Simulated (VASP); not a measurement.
# Ti: single point with PBEsol

Ti:

```
Ti
1.0
     2.90044    0.00000    0.00000
    -1.45022    2.51185    0.00000
     0.00000    0.00000    4.59099
Ti
2
Cartesian
  0.3934 1.7261 0.9531
  1.0568 0.7857 3.6379
```

This cell differs from its parent crystal: atoms moved at random.

```json
{"Program": "VASP 6.6.1", "Task": "single point", "Functional": "PBEsol", "Potentials or basis": "VASP PAW PBE potentials, release 64 (Ti_sv)", "Cutoff": "520 eV", "k mesh": "12 × 12 × 8", "Occupations": "gaussian, width 0.15 eV", "Spin": "no spin polarisation", "Dipole correction": "no", "Further INCAR settings": "ALGO = Fast; EDIFF = 1e-06; NBANDS = 19"}
```

```yaml
Pressure: 2.4 GPa
Largest_force: 2.304 eV/Å
Band_gap_on_the_k_mesh: zero (bands 12 and 13 overlap by 1.26 eV)
```

Forces in eV/Å, atoms in the order of the input:
```
Ti  -0.297  0.204  2.275
Ti   0.297 -0.204 -2.275
```

Stress tensor (GPa, compression positive):
```
-0.51 -3.66 -1.94
-3.66  1.60  1.91
-1.94  1.91  6.20
```

Levels at points of the mesh, in eV from the Fermi level:
```tsv
k point	band 10	band 11	band 12	band 13	band 14	band 15
(0.00, 0.00, 0.00)	-2.65	-0.55	0.58	0.79	1.63	1.69
(0.50, 0.00, 0.00)	-2.54	-2.25	0.12	0.13	2.26	2.85
(0.00, 0.50, 0.00)	-1.89	-0.88	0.01	0.13	0.42	2.35
(0.50, 0.50, 0.00)	-1.73	-0.58	-0.07	0.02	0.27	1.82
(0.00, 0.00, 0.50)	-3.91	-1.08	0.67	0.73	0.90	1.66
(0.50, 0.00, 0.50)	-1.89	-1.66	-0.99	0.60	1.08	3.16
(0.00, 0.50, 0.50)	-2.44	-1.13	-0.98	1.83	1.84	2.69
(0.50, 0.50, 0.50)	-2.53	-1.20	-0.71	1.89	1.92	2.36
```

Wall time 13 min on 1 thread of Intel(R) Xeon(R) Platinum 8488C (Sapphire Rapids), on a shared host, peak memory 0.4 GiB.

Caveat: the cell differs from its parent crystal (atoms moved at random); the PAW data sets were made with another functional, which shifts forces and pressure a little.
